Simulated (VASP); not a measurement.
## TiSi2: single point with PBE

TiSi2:

```
CELL_PARAMETERS angstrom
-1.47287 1.71213 4.21208
1.47287 -1.71213 4.21208
1.47287 1.71213 -4.21208
ATOMIC_POSITIONS crystal
Ti 0.00000 0.00000 0.00000
Si 0.32992 0.32992 0.00000
Si 0.67008 0.67008 0.00000
```

- Program: VASP 6.6.1
- Task: single point
- Functional: PBE
- Potentials or basis: VASP PAW PBE potentials, release 64 (Ti_sv, Si)
- Cutoff: 520 eV
- k mesh: 6 × 6 × 6
- Occupations: methfessel-paxton, width 0.272114 eV
- Spin: no spin polarisation
- Dipole correction: no
- Further INCAR settings: ALGO = Normal; EDIFF = 1e-07; NBANDS = 17

```
Pressure               : 0.4 GPa
Largest force          : 0.166 eV/Å
Band gap on the k mesh : zero (band 10 reaches 11.28 eV, above the bottom of band 11 at 9.17 eV)
```

Forces on the atoms (eV/Å):
```
Ti   0.000  0.000  0.000
Si   0.000  0.000 -0.166
Si   0.000  0.000  0.166
```

Stress tensor (GPa, compression positive):
```
 3.03  0.00  0.00
 0.00 -0.92  0.00
 0.00  0.00 -1.01
```

Levels at points of the mesh, in eV from the Fermi level:
| k point | band 6 | band 7 | band 8 | band 9 | band 10 | band 11 | band 12 | band 13 | band 14 | band 15 |
| --- | --- | --- | --- | --- | --- | --- | --- | --- | --- | --- |
| (0.00, 0.00, 0.00) | -4.66 | -4.05 | -2.04 | -0.56 | 0.86 | 2.17 | 2.46 | 3.22 | 3.84 | 4.15 |
| (0.50, 0.00, 0.00) | -9.00 | -4.24 | -3.66 | -0.60 | 1.03 | 2.13 | 2.62 | 3.59 | 4.12 | 5.62 |
| (0.00, 0.50, 0.00) | -8.02 | -3.52 | -3.30 | -0.86 | -0.35 | 1.05 | 2.90 | 3.44 | 4.10 | 4.30 |
| (0.50, 0.50, 0.00) | -5.16 | -4.94 | -4.56 | -2.78 | -1.21 | -0.57 | 2.83 | 2.95 | 3.20 | 3.55 |
| (0.50, 0.50, 0.50) | -8.76 | -1.19 | -1.17 | -0.25 | 0.53 | 2.06 | 2.52 | 2.58 | 3.77 | 3.91 |

Wall time 22 s on 1 thread of Intel(R) Xeon(R) 6975P-C (Granite Rapids) (shared host), peak memory 0.21 GiB.

Caveat: the k points lie up to 0.47 Å⁻¹ apart.
